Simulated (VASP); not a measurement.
# Rb2InGaC6N6 (Fm-3m) in VASP: a series of runs

Rb2InGaC6N6 is run at these levels: PBE; tasks: single point.

Program: VASP 6.6.1. These are calculated values, not measurements. Logs are shortened: lines on timing, memory, paths and dates and some standing lists are left out, and cuts for length are marked.

## (1) The cell of the first run

It takes space group Fm-3m (No. 225, cubic). The conventional cell has a = 10.992 Å, b = 10.992 Å, c = 10.992 Å, α = 90.00°, β = 90.00°, γ = 90.00°. Rb (site symmetry -43m) has 12 N at 3.92 Å and 12 C at 3.94 Å and 4 In at 4.76 Å and 4 Ga at 4.76 Å within 5.2 Å. Within 2.9 Å of In (site symmetry m-3m) lie 6 N at 2.20 Å. Within 2.8 Å of Ga (site symmetry m-3m) lie 6 C at 2.11 Å. Within 1.6 Å of C (site symmetry 4mm) lie 1 N at 1.19 Å. N (site symmetry 4mm) has 1 C at 1.19 Å within 1.6 Å.

## (2) Single point, PBE

File INCAR:

```
SYSTEM = Rb2InGaC6N6
PREC = Accurate ; ENCUT = 910
EDIFF = 1E-6 ; ISMEAR = 0
SIGMA = 0.1 ; LREAL = Auto
LASPH = .True. ; NELM = 120
ALGO = Normal ; ISIF = 2
LWAVE = .False. ; LCHARG = .True.
GGA = PE ; LELF = .True.
LVHAR = .True. ; NBANDS = 63
GGA_COMPAT = .False.
```

File KPOINTS:

```
Automatic mesh
0
Gamma
  4 4 4
  0 0 0
```

File POSCAR:

```
Rb2InGaC6N6
1.0
    0.0000000000      5.4960985296      5.4960985296
    5.4960985296      0.0000000000      5.4960985296
    5.4960985296      5.4960985296      0.0000000000
Rb In Ga C N
2 1 1 6 6
Direct
    0.2500000000      0.2500000000      0.2500000000
    0.7500000000      0.7500000000      0.7500000000
    0.5000000000      0.5000000000      0.5000000000
    0.0000000000      0.0000000000      0.0000000000
    0.8084168847      0.1915831153      0.1915831153
    0.1915831153      0.8084168847      0.1915831153
    0.1915831153      0.1915831153      0.8084168847
    0.1915831153      0.8084168847      0.8084168847
    0.8084168847      0.1915831153      0.8084168847
    0.8084168847      0.8084168847      0.1915831153
    0.7002703809      0.2997296191      0.2997296191
    0.2997296191      0.7002703809      0.2997296191
    0.2997296191      0.2997296191      0.7002703809
    0.2997296191      0.7002703809      0.7002703809
    0.7002703809      0.2997296191      0.7002703809
    0.7002703809      0.7002703809      0.2997296191
```

Potentials or basis: VASP PAW PBE potentials, release 64 (Rb_sv, In_d, Ga_d, C_h, N_h).

The run is started by

```
$ cat potpaw_PBE.64/Rb_sv/POTCAR potpaw_PBE.64/In_d/POTCAR potpaw_PBE.64/Ga_d/POTCAR potpaw_PBE.64/C_h/POTCAR potpaw_PBE.64/N_h/POTCAR > POTCAR
$ mpirun -np 1 vasp_std > vasp.out
```

OUTCAR:

```text
SYSTEM = Rb2InGaC6N6
   PREC = Accurate
   ENCUT = 910
   EDIFF = 1E-6
   ISMEAR = 0
   LREAL = Auto
   LASPH = .True.
   NELM = 120
   ISIF = 2
   GGA = PE

 ion  position               nearest neighbor table
   1  0.250  0.250  0.250-   3 4.76   3 4.76   3 4.76   3 4.76   2 5.50   2 5.50   2 5.50   2 5.50
                             2 5.50   2 5.50
   2  0.750  0.750  0.750-   3 4.76   3 4.76   3 4.76   3 4.76   1 5.50   1 5.50   1 5.50   1 5.50
                             1 5.50   1 5.50
   3  0.500  0.500  0.500-  11 2.20  12 2.20  13 2.20  14 2.20  15 2.20  16 2.20   1 4.76   1 4.76
                             1 4.76   2 4.76   2 4.76   2 4.76   2 4.76   1 4.76
   4  0.000  0.000  0.000-   5 2.11   6 2.11   7 2.11   8 2.11   9 2.11  10 2.11
   5  0.808  0.192  0.192-  11 1.19   4 2.11
   6  0.192  0.808  0.192-  12 1.19   4 2.11
   7  0.192  0.192  0.808-  13 1.19   4 2.11
   8  0.192  0.808  0.808-  14 1.19   4 2.11
   9  0.808  0.192  0.808-  15 1.19   4 2.11
  10  0.808  0.808  0.192-  16 1.19   4 2.11
  11  0.700  0.300  0.300-   5 1.19   3 2.20
  12  0.300  0.700  0.300-   6 1.19   3 2.20
  13  0.300  0.300  0.700-   7 1.19   3 2.20
  14  0.300  0.700  0.700-   8 1.19   3 2.20
  15  0.700  0.300  0.700-   9 1.19   3 2.20
  16  0.700  0.700  0.300-  10 1.19   3 2.20

  LATTYP: Found a face centered cubic cell.
 ALAT       =    10.9921970592

  Lattice vectors:

 A1 = (   0.0000000000,   5.4960985296,   5.4960985296)
 A2 = (   5.4960985296,   0.0000000000,   5.4960985296)
 A3 = (   5.4960985296,   5.4960985296,   0.0000000000)

Analysis of symmetry for initial positions (statically):
=====================================================================
 Subroutine PRICEL returns:
 Original cell was already a primitive cell.

 Routine SETGRP: Setting up the symmetry group for a
 face centered cubic supercell.

 Subroutine GETGRP returns: Found 48 space group operations
 (whereof 48 operations were pure point group operations)
 out of a pool of 48 trial point group operations.

The static configuration has the point symmetry O_h .

Analysis of symmetry for dynamics (positions and initial velocities):
=====================================================================
 Subroutine PRICEL returns:
 Original cell was already a primitive cell.

 Routine SETGRP: Setting up the symmetry group for a
 face centered cubic supercell.

 Subroutine GETGRP returns: Found 48 space group operations
 (whereof 48 operations were pure point group operations)
 out of a pool of 48 trial point group operations.

The dynamic configuration has the point symmetry O_h .

 Subroutine INISYM returns: Found 48 space group operations
 (whereof 48 operations are pure point group operations),
 and found     1 'primitive' translations

----------------------------------------------------------------------------------------

                                     Primitive cell

  volume of cell :     332.0424

  direct lattice vectors                    reciprocal lattice vectors
     0.000000000  5.496098530  5.496098530    -0.090973624  0.090973624  0.090973624
     5.496098530  0.000000000  5.496098530     0.090973624 -0.090973624  0.090973624
     5.496098530  5.496098530  0.000000000     0.090973624  0.090973624 -0.090973624

  length of vectors
     7.772657081  7.772657081  7.772657081     0.157570939  0.157570939  0.157570939

  position of ions in fractional coordinates (direct lattice)
     0.250000000  0.250000000  0.250000000
     0.750000000  0.750000000  0.750000000
     0.500000000  0.500000000  0.500000000
     0.000000000  0.000000000  0.000000000
     0.808416885  0.191583115  0.191583115
     0.191583115  0.808416885  0.191583115
[... 8 lines left out ...]
     0.700270381  0.299729619  0.700270381
     0.700270381  0.700270381  0.299729619

  ion indices of the primitive-cell ions
   primitive index   ion index
                 1           1
                 2           2
                 3           3
                 4           4
                 5           5
                 6           6
[... 8 lines left out ...]
                15          15
                16          16

----------------------------------------------------------------------------------------

 KPOINTS: Automatic mesh

Automatic generation of k-mesh.
 Grid dimensions read from file:
 generate k-points for:    4    4    4

 Generating k-lattice:

  Cartesian coordinates                     Fractional coordinates (reciprocal lattice)
    -0.022743406  0.022743406  0.022743406     0.250000000  0.000000000  0.000000000
     0.022743406 -0.022743406  0.022743406     0.000000000  0.250000000  0.000000000
     0.022743406  0.022743406 -0.022743406     0.000000000  0.000000000  0.250000000

  Length of vectors
     0.039392735  0.039392735  0.039392735

  Shift w.r.t. Gamma in fractional coordinates (k-lattice)
     0.000000000  0.000000000  0.000000000

 Subroutine IBZKPT returns following result:
 ===========================================

 Found      8 irreducible k-points:

 Following reciprocal coordinates:
            Coordinates               Weight
  0.000000  0.000000  0.000000      1.000000
  0.250000  0.000000  0.000000      8.000000
  0.500000  0.000000  0.000000      4.000000
  0.250000  0.250000  0.000000      6.000000
  0.500000  0.250000  0.000000     24.000000
 -0.250000  0.250000  0.000000     12.000000
  0.500000  0.500000  0.000000      3.000000
 -0.250000  0.500000  0.250000      6.000000
   k-points           NKPTS =      8   k-points in BZ     NKDIM =      8   number of bands    NBANDS=     63
   number of dos      NEDOS =    301   number of ions     NIONS =     16
   total plane-waves  NPLWV = 512000
   dimension x,y,z NGX =    80 NGY =   80 NGZ =   80
   dimension x,y,z NGXF=   160 NGYF=  160 NGZF=  160
   ions per type =               2   1   1   6   6
   NGX,Y,Z   is equivalent  to a cutoff of  17.11, 17.11, 17.11 a.u.
   NGXF,Y,Z  is equivalent  to a cutoff of  34.22, 34.22, 34.22 a.u.
 SYSTEM =  Rb2InGaC6N6
   PREC   = accura    normal or accurate (medium, high low for compatibility)
   ISTART =      0    job   : 0-new  1-cont  2-samecut
   ICHARG =      2    charge: 1-file 2-atom 10-const
   ISPIN  =      1    spin polarized calculation?
   LNONCOLLINEAR =      F non collinear calculations
   LSORBIT =      F    spin-orbit coupling
   LASPH  =      T    aspherical Exc in radial PAW
   ENCUT  =  910.0 eV  66.88 Ry    8.18 a.u.  19.12 19.12 19.12*2*pi/ulx,y,z
   NELM   =    120;   NELMIN=  2; NELMDL= -5     # of ELM steps
   EDIFF  = 0.1E-05   stopping-criterion for ELM
   LREAL  =      T    real-space projection
   EDIFFG = 0.1E-04   stopping-criterion for IOM
   NSW    =      0    number of steps for IOM
   IBRION =     -1    ionic relax: 0-MD 1-quasi-New 2-CG
   NFREE  =      0    steps in history (QN), initial steepest desc. (CG)
   ISIF   =      2    stress and relaxation
   ISYM   =      2    0-nonsym 1-usesym 2-fastsym
   POTIM  = 0.5000    time-step for ionic-motion
   TEBEG  =    0.0;   TEEND  =   0.0 temperature during run
   PSTRESS=    0.0 pullay stress
   NELECT =      98.0000    total number of electrons
   NUPDOWN=      -1.0000    fix difference up-down
   EMIN   =  10.00;   EMAX   =-10.00  energy-range for DOS
   EFERMI =   0.00;   METHOD = LEGACY
   ISMEAR =     0;   SIGMA  =   0.10  broadening in eV -4-tet -1-fermi 0-gaus
   EFERMI_NEDOS =   21; number of points for ismear=-14 and -15
   IALGO  =     38    algorithm
   IMIX   =      4    mixing-type and parameters
     AMIX     =   0.40;   BMIX     =  1.00
     AMIX_MAG =   1.60;   BMIX_MAG =  1.00
  volume/ion in A,a.u.               =      20.75       140.05
  Fermi-wavevector in a.u.,A,eV,Ry     =   1.089981  2.059766 16.164525  1.188059
  Thomas-Fermi vector in A             =   2.226196
   LORBIT       =      0    0 simple, 1 ext, 2 COOP (PROOUT), +10 PAW based schemes
   GGA     = PE    functional components
   LHFCALC =     F    Hartree Fock is set to
   AEXX    =    0.0000 exact exchange contribution
   IVDW    =     0    specifies the selected vdW correction
   LEPSILON=     F    determine dielectric tensor
   LRPA    =     F    only Hartree local field effects (RPA)
 non-spin polarized calculation
 Gauss-broadening in eV      SIGMA  =   0.10
  energy-cutoff  :      910.00
  volume of cell :      332.04
 maximum number of plane-waves:     20827
 NGX is ok and might be reduce to    80
   NGX = 39   NGY = 39   NGZ = 39

 number of electron      98.0000004 magnetization

 Free energy of the ion-electron system (eV)
  ---------------------------------------------------
  ext. energy  EPLUGINS =         0.00000000
  ---------------------------------------------------
  free energy    TOTEN  =      -107.37552123 eV

  energy without entropy =     -107.31264840  energy(sigma->0) =     -107.34408482

 E-fermi :   3.6475     XC(G=0):  -7.6953

 val. band max:        3.6218624198   @ k =   0.2500   0.0000   0.0000
 cond. band min:       3.6542068660   @ k =  -0.2500   0.2500   0.0000
 fundamental gap:      0.0323444462
 Fermi energy:         3.6474694063

 k-point     1 :       0.0000    0.0000    0.0000
  band No.  band energies     occupation
      1     -26.2690      2.00000
      2     -26.2680      2.00000
      3     -16.8362      2.00000
      4     -16.6522      2.00000
      5     -16.6522      2.00000
      6     -16.6303      2.00000
[... 53 lines left out ...]
     60       5.7720      0.00000
     61       6.0060      0.00000

 k-point     2 :       0.2500    0.0000    0.0000
  band No.  band energies     occupation
      1     -26.2689      2.00000
      2     -26.2681      2.00000
      3     -16.8148      2.00000
      4     -16.6627      2.00000
      5     -16.6627      2.00000
      6     -16.6549      2.00000
[... 53 lines left out ...]
     60       5.7237      0.00000
     61       6.2306      0.00000

 k-point     3 :       0.5000    0.0000    0.0000
  band No.  band energies     occupation
      1     -26.2685      2.00000
      2     -26.2685      2.00000
      3     -16.7834      2.00000
      4     -16.6895      2.00000
      5     -16.6695      2.00000
      6     -16.6695      2.00000
[... 53 lines left out ...]
     60       5.9009      0.00000
     61       5.9011      0.00000

 k-point     4 :       0.2500    0.2500    0.0000
  band No.  band energies     occupation
      1     -26.2688      2.00000
      2     -26.2681      2.00000
      3     -16.8102      2.00000
      4     -16.6830      2.00000
      5     -16.6518      2.00000
      6     -16.6311      2.00000
[... 53 lines left out ...]
     60       5.8619      0.00000
     61       6.0862      0.00000

 k-point     5 :       0.5000    0.2500    0.0000
  band No.  band energies     occupation
      1     -26.2686      2.00000
      2     -26.2684      2.00000
      3     -16.7820      2.00000
      4     -16.7050      2.00000
      5     -16.6626      2.00000
      6     -16.6459      2.00000
[... 53 lines left out ...]
     60       5.5419      0.00000
     61       5.8376      0.00000

 k-point     6 :      -0.2500    0.2500    0.0000
  band No.  band energies     occupation
      1     -26.2687      2.00000
      2     -26.2683      2.00000
      3     -16.7892      2.00000
      4     -16.6955      2.00000
      5     -16.6695      2.00000
      6     -16.6384      2.00000
[... 53 lines left out ...]
     60       5.6962      0.00000
     61       6.0837      0.00000

 k-point     7 :       0.5000    0.5000    0.0000
  band No.  band energies     occupation
      1     -26.2687      2.00000
      2     -26.2683      2.00000
      3     -16.7821      2.00000
      4     -16.7076      2.00000
      5     -16.6514      2.00000
      6     -16.6321      2.00000
[... 53 lines left out ...]
     60       5.5213      0.00000
     61       5.7621      0.00000

 k-point     8 :      -0.2500    0.5000    0.2500
  band No.  band energies     occupation
      1     -26.2685      2.00000
      2     -26.2685      2.00000
      3     -16.7724      2.00000
      4     -16.7162      2.00000
      5     -16.6626      2.00000
      6     -16.6320      2.00000
[... 53 lines left out ...]
     60       5.3675      0.00000
     61       5.5221      0.00000
 [bands above 61 left out]

------------------------ aborting loop because EDIFF is reached ----------------------------------------

  FORCE on cell =-STRESS in cart. coord.  units (eV):
  Direction    XX          YY          ZZ          XY          YZ          ZX
  --------------------------------------------------------------------------------------
  -------------------------------------------------------------------------------------
  Total        0.1598744      0.1598744      0.1598744     -0.0000000      0.0000000      0.0000000
  in kB        0.7714289      0.7714289      0.7714289     -0.0000000      0.0000000      0.0000000
  external PRESSURE =       0.7714289 kB  Pullay stress =       0.0000000 kB

 VOLUME and BASIS-vectors are now :
 -----------------------------------------------------------------------------
  energy-cutoff  :      910.00
  volume of cell :      332.04
      direct lattice vectors                 reciprocal lattice vectors
     0.000000000  5.496098530  5.496098530    -0.090973624  0.090973624  0.090973624
     5.496098530  0.000000000  5.496098530     0.090973624 -0.090973624  0.090973624
     5.496098530  5.496098530  0.000000000     0.090973624  0.090973624 -0.090973624

 POSITION                                       TOTAL-FORCE (eV/Angst)
 -----------------------------------------------------------------------------------
      2.74805      2.74805      2.74805        -0.000000     -0.000000     -0.000000
      8.24415      8.24415      8.24415        -0.000000      0.000000     -0.000000
      5.49610      5.49610      5.49610        -0.000000     -0.000000     -0.000000
      0.00000      0.00000      0.00000        -0.000000      0.000000      0.000000
      2.10592      5.49610      5.49610        -0.005981      0.000000      0.000000
      5.49610      2.10592      5.49610        -0.000000     -0.005981      0.000000
[... 8 lines left out ...]
      5.49610      7.69751      5.49610        -0.000000      0.005376      0.000000
      5.49610      5.49610      7.69751        -0.000000      0.000000      0.005376
 -----------------------------------------------------------------------------------
    total drift:                               -0.000000     -0.000000      0.000000

  FREE ENERGIE OF THE ION-ELECTRON SYSTEM (eV)
  ---------------------------------------------------
  free  energy   TOTEN  =      -107.3755212342 eV

  energy  without entropy=     -107.3126484014  energy(sigma->0) =     -107.34408482
```

It took 7.7 min on 1 thread of Intel Xeon 6975P-C (Granite Rapids), shared host; peak memory 1.1 GiB.

Results:

```yaml
Free_energy: -107.3755 eV
Pressure: 0.1 GPa
Largest_force: 0.006 eV/Å
Band_gap_on_the_k_mesh: zero (bands 49 and 50 overlap by 0.29 eV)
```

Forces in eV/Å, atoms in the order of the input:
```
Rb   0.000  0.000  0.000
Rb   0.000  0.000  0.000
In   0.000  0.000  0.000
Ga   0.000  0.000  0.000
C   -0.006  0.000  0.000
C    0.000 -0.006  0.000
C    0.000  0.000 -0.006
C    0.006  0.000  0.000
C    0.000  0.006  0.000
C    0.000  0.000  0.006
N   -0.005  0.000  0.000
N    0.000 -0.005  0.000
N    0.000  0.000 -0.005
N    0.005  0.000  0.000
N    0.000  0.005  0.000
N    0.000  0.000  0.005
```

Caveat: the cutoff is under 1.25 times the usual one of these potentials, so pressure, stress and relaxed cells hold a basis-set (Pulay) error; spin-orbit coupling is left out, which moves the levels of the heavy elements.

## (3) Single point, PBE

This run uses another cell than the first one, of 17.21 Å³/atom.

File INCAR:

```
SYSTEM = Rb2InGaC6N6
PREC = Accurate
ENCUT = 910
EDIFF = 1E-6
ISMEAR = 0
SIGMA = 0.1
LREAL = Auto
LASPH = .True.
NELM = 120
ALGO = Normal
ISIF = 2
LWAVE = .False.
LCHARG = .False.
GGA = PE
NBANDS = 63
GGA_COMPAT = .False.
```

File KPOINTS:

```
regular mesh
0
Gamma
  4 4 4
  0 0 0
```

File POSCAR:

```
Rb2InGaC6N6
1.0
    0.0000000000      5.1635000000      5.1635000000
    5.1635000000      0.0000000000      5.1635000000
    5.1635000000      5.1635000000      0.0000000000
Rb In Ga C N
2 1 1 6 6
Direct
    0.2500000000      0.2500000000      0.2500000000
    0.7500000000      0.7500000000      0.7500000000
    0.5000000000      0.5000000000      0.5000000000
    0.0000000000      0.0000000000      0.0000000000
    0.8164036000      0.1835964000      0.1835964000
    0.1835964000      0.8164036000      0.1835964000
    0.1835964000      0.1835964000      0.8164036000
    0.1835964000      0.8164036000      0.8164036000
    0.8164036000      0.1835964000      0.8164036000
    0.8164036000      0.8164036000      0.1835964000
    0.7031083600      0.2968916400      0.2968916400
    0.2968916400      0.7031083600      0.2968916400
    0.2968916400      0.2968916400      0.7031083600
    0.2968916400      0.7031083600      0.7031083600
    0.7031083600      0.2968916400      0.7031083600
    0.7031083600      0.7031083600      0.2968916400
```

Potentials or basis: VASP PAW PBE potentials, release 64 (Rb_sv, In_d, Ga_d, C_h, N_h).

The run is started by

```
$ cat potpaw_PBE.64/Rb_sv/POTCAR potpaw_PBE.64/In_d/POTCAR potpaw_PBE.64/Ga_d/POTCAR potpaw_PBE.64/C_h/POTCAR potpaw_PBE.64/N_h/POTCAR > POTCAR
$ mpirun -np 1 vasp_std > vasp.out
```

Wall time 6.1 min (1 thread of Intel Xeon 6975P-C (Granite Rapids), shared host); peak memory 0.88 GiB.

It converged, with:

- Free energy: -104.6976 eV
- Pressure: 15.7 GPa
- Largest force: 1.245 eV/Å
- Band gap on the k mesh: zero (bands 49 and 50 overlap by 0.42 eV)

Forces in eV/Å, atoms in the order of the input:
```
Rb   0.000  0.000  0.000
Rb   0.000  0.000  0.000
In   0.000  0.000  0.000
Ga   0.000  0.000  0.000
C    1.245  0.000  0.000
C    0.000  1.245  0.000
C    0.000  0.000  1.245
C   -1.245  0.000  0.000
C    0.000 -1.245  0.000
C    0.000  0.000 -1.245
N    0.795  0.000  0.000
N    0.000  0.795  0.000
N    0.000  0.000  0.795
N   -0.795  0.000  0.000
N    0.000 -0.795  0.000
N    0.000  0.000 -0.795
```

Levels at points of the mesh, in eV from the Fermi level:
```csv
k point,band 46,band 47,band 48,band 49,band 50,band 51,band 52,band 53
"(0.00, 0.00, 0.00)",-5.81,-3.69,-3.69,-0.29,-0.29,-0.29,0.21,1.28
"(0.50, 0.00, 0.00)",-5.59,-4.00,-4.00,-0.07,0.21,0.21,1.21,1.41
"(0.50, 0.50, 0.00)",-5.82,-4.19,-3.65,-0.18,0.76,0.76,1.27,1.65
```

Caveat: the cutoff is under 1.25 times the usual one of these potentials, so pressure, stress and relaxed cells hold a basis-set (Pulay) error; the cell stands under pressure; spin-orbit coupling is left out, which moves the levels of the heavy elements; forces of over 1 eV/Å act on the atoms, so gaps and moduli don't describe the material at rest.
